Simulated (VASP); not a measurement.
TaN:

```
Ta N
1.0
     0.00000    2.49114    2.49114
     2.49114    0.00000    2.49114
     2.49114    2.49114    0.00000
Ta N
1 1
Cartesian
  0.0000 0.0000 0.0000
  1.2456 1.2456 1.2456
```

- Program: VASP 6.6.1
- Task: relaxation of cell and atoms
- Functional: r2SCAN
- Dispersion: D3(BJ)
- Potentials or basis: VASP PAW PBE potentials, release 64 (Ta_pv, N)
- Cutoff: 600 eV
- k mesh: 9 × 9 × 9
- Occupations: fermi-dirac, width 0.05 eV
- Spin: no spin polarisation

At the start: pressure -30.4 GPa; volume 15.46 Å³/atom.

Q: Where does the relaxation end?

A: Over 5 steps the energy falls by 245.9 meV/atom and the volume is 13.21 Å³/atom (-14.6 %); space group F-43m (No. 216, to 0.05 Å).

Step by step:
| step | energy change (eV) | largest force (eV/Å) | pressure (GPa) | volume (Å³) |
| --- | --- | --- | --- | --- |
| 1 | 0.0000 | 0.0000 | -30.43 | 30.92 |
| 2 | 2.0009 | 0.0000 | 149.74 | 19.55 |
| 3 | -0.4859 | 0.0000 | -4.22 | 26.85 |
| 4 | -0.4912 | 0.0000 | -1.33 | 26.55 |
| 5 | -0.4917 | 0.0000 | 0.01 | 26.41 |

Final structure:
```yaml
crystal:
  lattice:
    - [0.00000, 2.36375, 2.36375]
    - [2.36375, 0.00000, 2.36375]
    - [2.36375, 2.36375, 0.00000]
  atoms:
    - { symbol: Ta, position: [0.00000, 0.00000, 0.00000] }
    - { symbol: N, position: [0.25000, 0.25000, 0.25000] }
```

Caveat: the PAW data sets were made with another functional, which shifts forces and pressure a little; pairwise dispersion overbinds metals, which lowers pressure and volume.
